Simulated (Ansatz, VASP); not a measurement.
## Cu: VASP beside Ansatz

POSCAR

```
Cu
1.0
    0.0000000000      1.7881324402      1.7881324402
    1.7881324402      0.0000000000      1.7881324402
    1.7881324402      1.7881324402      0.0000000000
Cu
1
Direct
    0.0000000000      0.0000000000      0.0000000000
```

INCAR.step1

```
SYSTEM = Cu
ALGO     = Normal         ! electronic algorithm
EDIFF    = 1E-4           ! SCF threshold, eV
ENCUT    = 520            ! plane-wave cutoff, eV
GGA      = PE             ! functional
ISMEAR   = 1              ! smearing method
LASPH    = .TRUE.         ! aspherical terms in the spheres
LCHARG   = .FALSE.        ! write CHGCAR
LREAL    = .FALSE.        ! projectors in reciprocal space
LWAVE    = .TRUE.         ! write WAVECAR
NBANDS   = 12             ! bands
NELM     = 60             ! most SCF steps
PREC     = Accurate       ! precision mode
SIGMA    = 0.03           ! smearing width, eV
```

INCAR.step2

```
SYSTEM = Cu
ALGO     = Normal         ! electronic algorithm
EDIFF    = 1E-6           ! SCF threshold, eV
ENCUT    = 520            ! plane-wave cutoff, eV
ISIF     = 2              ! what is computed and relaxed
ISMEAR   = 1              ! smearing method
ISTART   = 1            
LASPH    = .TRUE.         ! aspherical terms in the spheres
LCHARG   = .TRUE.         ! write CHGCAR
LELF     = .TRUE.         ! ELF
LMIXTAU  = .TRUE.       
LREAL    = .FALSE.        ! projectors in reciprocal space
LVHAR    = .TRUE.       
LWAVE    = .FALSE.        ! write WAVECAR
METAGGA  = R2SCAN         ! meta-GGA
NBANDS   = 12             ! bands
NELM     = 60             ! most SCF steps
PREC     = Accurate       ! precision mode
SIGMA    = 0.03           ! smearing width, eV
```

The input KPOINTS:

```
k-points
0
G
  15 15 15
  0 0 0
```

Input for Ansatz:

```yaml
crystal:
  lattice:
    - [0.0, 1.7881324402, 1.7881324402]
    - [1.7881324402, 0.0, 1.7881324402]
    - [1.7881324402, 1.7881324402, 0.0]
  atoms:
    - { symbol: Cu, position: [0.0, 0.0, 0.0] }
hamiltonian:
  xc: r2scan
  pseudopotentials:
    kind: paw
    azcp:
      Cu: "pseudopotentials/Cu.paw.azcp"
basis:
  ecutwfc: 500
  fft_grid_basis: typed
kpoints:
  mp_grid: { grid: [15, 15, 15], shift: [0, 0, 0] }
magnetization:
  spin_polarized: false
scf:
  occupations: { method: methfessel_paxton, width: 0.03 }
  lower_state_search: "off"
output:
  stress: true
```

Alike in both runs: task single point; functional r2SCAN; k mesh 15 × 15 × 15; occupations methfessel-paxton of order 1, width 0.03 eV; no spin polarisation.

|  | VASP | Ansatz |
| --- | --- | --- |
| version | VASP 6.6.1 | Ansatz 0.2.0 |
| potentials or method | VASP PAW PBE potentials, release 64 (Cu), cutoff 520 eV | plane waves (500 eV) with PAW, scalar-relativistic |
| valence electrons in the cell | 11 | 19 |

|  | VASP | Ansatz | Ansatz less VASP |
| --- | --- | --- | --- |
| pressure (GPa) | 0.3 | -0.2 | -0.48 |

VASP's potentials were made for PBE, not for r2SCAN. VASP's potentials hold 11 valence electrons a cell and Ansatz's 19, so a difference there can come from the potentials and not from the codes.
